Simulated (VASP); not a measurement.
Write the native input for VASP 6.6.1 that does the following.

* Task: single point
* Functional: PBE
* Dispersion: D3(BJ)
* Potentials or basis: VASP PAW PBE potentials, release 64 (Zn, Cd, N)
* Cutoff: 520 eV
* k mesh: 6 × 6 × 3
* Occupations: fermi-dirac, width 0.05 eV
* Spin: no spin polarisation
* Dipole correction: no
* Further INCAR settings: ALGO = Normal; EDIFF = 1e-06; NBANDS = 31

The structure of ZnCd2N2 lies in POSCAR:

```
ZnCd2N2
1.0
    3.2833011307     -1.9034430120      0.0000000000
    3.2833011307      1.9034430120      0.0000000000
   -2.1960731895      0.0000000000      6.3057077198
Zn Cd N
1 2 2
Direct
    0.5000000000      0.5000000000      0.5000000000
    0.2750600000      0.2750600000      0.8274200000
    0.7249400000      0.7249400000      0.1725800000
    0.4051300000      0.4051300000      0.2156900000
    0.5948700000      0.5948700000      0.7843100000
```

The input as run:

INCAR

```
PREC = Accurate
ENCUT = 520
EDIFF = 1E-6
ISMEAR = -1
SIGMA = 0.05
LREAL = False
LASPH = True
NELM = 100
ALGO = Normal
ISIF = 2
LWAVE = False
LCHARG = True
GGA = PE
IVDW = 12
LELF = True
LVHAR = True
NBANDS = 31
```

KPOINTS

```
regular mesh
0
Gamma
  6 6 3
```

Potentials or basis: VASP PAW PBE potentials, release 64 (Zn, Cd, N).

Launch:

```console
$ cat potpaw_PBE.64/Zn/POTCAR potpaw_PBE.64/Cd/POTCAR potpaw_PBE.64/N/POTCAR > POTCAR
$ mpirun -np 1 vasp_std > vasp.out
```

Results of the run:

The pressure is 8.6 GPa. The largest force is 0.634 eV/Å, the band gap on the k mesh is zero (bands 23 and 24 overlap by 0.35 eV) and the dispersion energy per atom is -0.287 eV.

Caveat: the cell stands under pressure; semilocal functionals underestimate gaps, and a narrow one can read as zero.

Wall time 2.3 min on 1 thread of Intel(R) Xeon(R) Platinum 8259CL CPU @ 2.50GHz (Skylake/Cascade Lake), with other jobs on the host, peak memory 0.24 GiB.
